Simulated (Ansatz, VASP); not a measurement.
**BaS: VASP beside Ansatz**

Contents of INCAR:

```
PREC     = Accurate       # precision mode
ENCUT    = 520            # plane-wave cutoff, eV
EDIFF    = 1E-6           # SCF threshold, eV
ISMEAR   = -1             # smearing method
SIGMA    = 0.02           # smearing width, eV
LREAL    = False          # projectors in reciprocal space
LASPH    = True           # aspherical terms in the spheres
NELM     = 60             # most SCF steps
ALGO     = Normal         # electronic algorithm
ISIF     = 2              # what is computed and relaxed
LWAVE    = False          # write WAVECAR
LCHARG   = False          # write CHGCAR
GGA      = PE             # functional
NBANDS   = 15             # bands
```

File KPOINTS:

```
regular mesh
0
Gamma
  8 8 8
```

The input POSCAR:

```
BaS
1.0
    0.0000000000      3.2149012787      3.2149012787
    3.2149012787      0.0000000000      3.2149012787
    3.2149012787      3.2149012787      0.0000000000
Ba S
1 1
Direct
    0.0000000000      0.0000000000      0.0000000000
    0.5000000000      0.5000000000      0.5000000000
```

Input for Ansatz:

```yaml
crystal:
  lattice:
    - [0.0, 3.2149012787, 3.2149012787]
    - [3.2149012787, 0.0, 3.2149012787]
    - [3.2149012787, 3.2149012787, 0.0]
  atoms:
    - { symbol: Ba, position: [0.0, 0.0, 0.0] }
    - { symbol: S, position: [0.5, 0.5, 0.5] }
kpoints:
  mp_grid: { grid: [8, 8, 8] }
  band_path:
    path:
      - [0.0, 0.0, 0.0]
      - [0.5, 0.0, 0.5]
      - [0.625, 0.25, 0.625]
      - [0.375, 0.375, 0.75]
      - [0.0, 0.0, 0.0]
      - [0.5, 0.5, 0.5]
      - [0.5, 0.25, 0.75]
      - [0.5, 0.0, 0.5]
    npoints: 5
scf:
  occupations: { method: fermi_dirac, width: 0.02 }
hamiltonian:
  xc: pbe
  pseudopotentials: { kind: all_electron, lapw: { basis_error: 0.00025 } }
output:
  forces: true
  stress: true
  eigenvalues: true
```

Change from the starting cell: volume scaled by 1.02.

Alike in both runs: task single point; functional PBE; k mesh 8 × 8 × 8; occupations fermi-dirac, width 0.02 eV; no spin polarisation.

|  | VASP | Ansatz |
| --- | --- | --- |
| version | VASP 6.6.1 | Ansatz 0.2.0 |
| potentials or method | VASP PAW PBE potentials, release 64 (Ba_sv, S), cutoff 520 eV | all-electron LAPW, scalar-relativistic |

```csv
,VASP,Ansatz,Ansatz less VASP
gap on the k mesh at the Fermi level (eV),2.14,2.23,+0.095
pressure (GPa),0.5,0.0,-0.55
```

Ansatz ran all-electron here, and VASP with PAW potentials.

Spin-orbit coupling is off throughout.
